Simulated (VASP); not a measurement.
# BP (F-43m) in VASP: further runs, part 2 of 2

VASP 6.6.1. Earlier steps stand in the parts before.

### 4 Single point, HF

This run uses another cell than the first one, of 11.92 Å³/atom.

POSCAR reads:

```
BP
1.0
    0.0000000000      2.2840269280      2.2840269280
    2.2840269280      0.0000000000      2.2840269280
    2.2840269280      2.2840269280      0.0000000000
P B
1 1
Direct
    0.7500000000      0.7500000000      0.7500000000
    0.0000000000      0.0000000000      0.0000000000
```

INCAR.step1 reads:

```
PREC     = Accurate       # precision mode
ENCUT    = 1000           # plane-wave cutoff, eV
EDIFF    = 1E-5           # SCF threshold, eV
ISMEAR   = -1             # smearing method
SIGMA    = 0.05           # smearing width, eV
LREAL    = F              # projectors in reciprocal space
LASPH    = T              # aspherical terms in the spheres
NELM     = 120            # most SCF steps
ALGO     = Normal         # electronic algorithm
ISIF     = 2              # what is computed and relaxed
LWAVE    = T              # write WAVECAR
LCHARG   = F              # write CHGCAR
NBANDS   = 11             # bands
GGA      = PE             # functional
GGA_COMPAT= F
```

INCAR.step2 reads:

```
PREC     = Accurate       # precision mode
ENCUT    = 1000           # plane-wave cutoff, eV
EDIFF    = 1E-6           # SCF threshold, eV
ISMEAR   = -1             # smearing method
SIGMA    = 0.05           # smearing width, eV
LREAL    = F              # projectors in reciprocal space
LASPH    = T              # aspherical terms in the spheres
NELM     = 120            # most SCF steps
ALGO     = Normal         # electronic algorithm
ISIF     = 2              # what is computed and relaxed
LWAVE    = F              # write WAVECAR
LCHARG   = F              # write CHGCAR
GGA      = PE             # functional
LHFCALC  = T              # exact exchange
AEXX     = 1.0            # exact-exchange fraction
ALDAC    = 0.0          
AGGAC    = 0.0          
PRECFOCK = Normal       
NBANDS   = 11             # bands
ISTART   = 1            
GGA_COMPAT= F
```

KPOINTS reads:

```
Automatic mesh
0
Gamma
  5 5 5
```

Potentials or basis: VASP PAW PBE potentials, release 64 (P, B_h).

Started as:

```console
$ cat potpaw_PBE.64/P/POTCAR potpaw_PBE.64/B_h/POTCAR > POTCAR
$ cp INCAR.step1 INCAR
$ mpirun -np 1 vasp_std > vasp.out
$ cp INCAR.step2 INCAR
$ mpirun -np 1 vasp_std > vasp.out
```

OUTCAR:

```text
PREC = Accurate
   ENCUT = 1000
   EDIFF = 1E-6
   ISMEAR = -1
   LREAL = F
   LASPH = T
   NELM = 120
   ISIF = 2
   GGA = PE
   LHFCALC = T
   AEXX = 1.0
   PRECFOCK = Normal
   ISTART = 1

 ion  position               nearest neighbor table
   1  0.750  0.750  0.750-   2 1.98   2 1.98   2 1.98   2 1.98
   2  0.000  0.000  0.000-   1 1.98   1 1.98   1 1.98   1 1.98

  LATTYP: Found a face centered cubic cell.
 ALAT       =     4.5680538560

[... 318 lines left out ...]
     11      33.8682      0.00000

------------------------ aborting loop because EDIFF is reached ----------------------------------------

  FORCE on cell =-STRESS in cart. coord.  units (eV):
  Direction    XX          YY          ZZ          XY          YZ          ZX
  --------------------------------------------------------------------------------------
  -------------------------------------------------------------------------------------
  Total        0.0108141      0.0108141      0.0108141      0.0000000      0.0000000      0.0000000
  in kB        0.7270572      0.7270572      0.7270572      0.0000000      0.0000000      0.0000000
  external PRESSURE =       0.7270572 kB  Pullay stress =       0.0000000 kB

 VOLUME and BASIS-vectors are now :
 -----------------------------------------------------------------------------
  energy-cutoff  :     1000.00
  volume of cell :       23.83
      direct lattice vectors                 reciprocal lattice vectors
     0.000000000  2.284026928  2.284026928    -0.218911605  0.218911605  0.218911605
     2.284026928  0.000000000  2.284026928     0.218911605 -0.218911605  0.218911605
     2.284026928  2.284026928  0.000000000     0.218911605  0.218911605 -0.218911605

 POSITION                                       TOTAL-FORCE (eV/Angst)
 -----------------------------------------------------------------------------------
      3.42604      3.42604      3.42604        -0.000000     -0.000000     -0.000000
      0.00000      0.00000      0.00000         0.000000      0.000000      0.000000
 -----------------------------------------------------------------------------------
    total drift:                               -0.000000      0.000000     -0.000000

  FREE ENERGIE OF THE ION-ELECTRON SYSTEM (eV)
  ---------------------------------------------------
  free  energy   TOTEN  =       -21.5197846443 eV

  energy  without entropy=      -21.5197846442  energy(sigma->0) =      -21.51978464
```

Run time: 10 min. Hardware: 1 thread of AMD EPYC 7R43 (Zen 3), shared host; peak memory 0.18 GiB.

What came out:

```yaml
Free_energy: -21.5198 eV
Pressure: 0.1 GPa
Band_gap_on_the_k_mesh: 8.08 eV (least direct gap 10.91 eV)
```

Levels at points of the mesh, in eV from the valence-band top:
```csv
k point,band 2,band 3,band 4,band 5,band 6,band 7
"(0.00, 0.00, 0.00)",0.00,0.00,0.00,10.91,10.91,10.91
```

Caveat: the k points lie up to 0.48 Å⁻¹ apart; the PAW data sets were made with another functional, which shifts forces and pressure a little; an odd mesh through Γ misses points on the zone boundary, where band edges can lie.

### 5 Summary

```csv
level,cell,cutoff (eV),share of exact exchange,gap on the mesh (eV),pressure (GPa)
HF,"a = 3.209 Å, angles 60.0°, 2 atoms",1000,1,8.06,3.7
r2SCAN50,"a = 3.209 Å, angles 60.0°, 2 atoms",1010,0.5,4.25,-5.0
HF,"a = 3.230 Å, angles 60.0°, 2 atoms",1000,1,8.08,0.1
```

Alike in all rows: task single point; potentials or basis VASP PAW PBE potentials, release 64 (P, B_h); no spin polarisation; k mesh 5 × 5 × 5; smearing fermi-dirac 0.05 eV.

Caveats: all runs use coarse meshes; the PAW data sets were made with another functional, which shifts forces and pressure a little; an odd mesh through Γ misses points on the zone boundary, where band edges can lie.

Total energies depend on the potentials used, so only differences within one code and one set of settings carry meaning.
